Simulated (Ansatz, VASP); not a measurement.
# LiGeH3 in VASP and in Ansatz

```
Li Ge H
1.0
     3.83717    0.00000    0.00000
     0.00000    3.83717    0.00000
     0.00000    0.00000    3.83717
Li Ge H
1 1 3
Direct
  0.50000 0.50000 0.50000
  0.00000 0.00000 0.00000
  0.50000 0.00000 0.00000
  0.00000 0.50000 0.00000
  0.00000 0.00000 0.50000
```

Alike in both runs: task relaxation of cell and atoms; functional PBE; k mesh 10 × 10 × 10; occupations gaussian, width 0.1 eV; no spin polarisation.

|  | VASP | Ansatz |
| --- | --- | --- |
| version | VASP 6.6.1 | Ansatz 0.2.0 |
| potentials or method | VASP PAW PBE potentials, release 64 (Li_sv, Ge_d, H), cutoff 600 eV | scalar-relativistic, plane waves, PAW |
| valence electrons in the cell | 20 | 20 |

```tsv
	VASP	Ansatz	Ansatz less VASP
gap on the k mesh at the Fermi level, each at its own relaxed structure (eV)	none	none	-
relaxed volume (Å³/atom)	11.30	11.29	-0.014
relaxed cell length with the largest relative difference (Å)	3.837	3.836	-0.0016
```

A gap of «none» marks a metal or a gap that the smearing closes.

Noted on VASP's run: the cutoff is short for stress, so the pressure is rough; the relaxation stopped at its first step, so nothing moved.
